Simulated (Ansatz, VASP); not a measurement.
**Two plane-wave programs on PbSe**

```xyz
2
Lattice="-0.3374 2.8984 3.0671 2.8984 -0.3374 3.0671 2.5610 2.5610 0.0000" Properties=species:S:1:pos:R:3 pbc="T T T"
Pb    0.0000    0.0000    0.0000
Se    2.5610    2.5610    3.0671
```

Change from the starting cell: engineering shear strain xy -0.2200, equal normal strain along x and y -0.0550.

Alike in both runs: task single point; functional PBE; dispersion D3(BJ); k mesh 10 × 10 × 10; occupations gaussian, width 0.03 eV; no spin polarisation.

|  | VASP | Ansatz |
| --- | --- | --- |
| version | VASP 6.6.1 | Ansatz 0.2.0 |
| potentials or method | VASP PAW PBE potentials, release 64 (Pb_d, Se), cutoff 520 eV | scalar-relativistic, plane waves, PAW |
| valence electrons in the cell | 20 | 30 |

Ansatz gave:

- gap on the k mesh at the Fermi level (eV): none
- pressure (GPa): 7.6
- traceless stress, the component that is largest in VASP (GPa): -7.53

Question: Which values does VASP return?

Answer: gap on the k mesh at the Fermi level (eV): none; pressure (GPa): 7.6; traceless stress, the component that is largest in VASP (GPa): -7.55.

A gap of «none» marks a metal or a gap that the smearing closes. VASP's potentials hold 20 valence electrons a cell and Ansatz's 30, so a difference there can come from the potentials and not from the codes.

Neither program's run includes spin-orbit coupling.
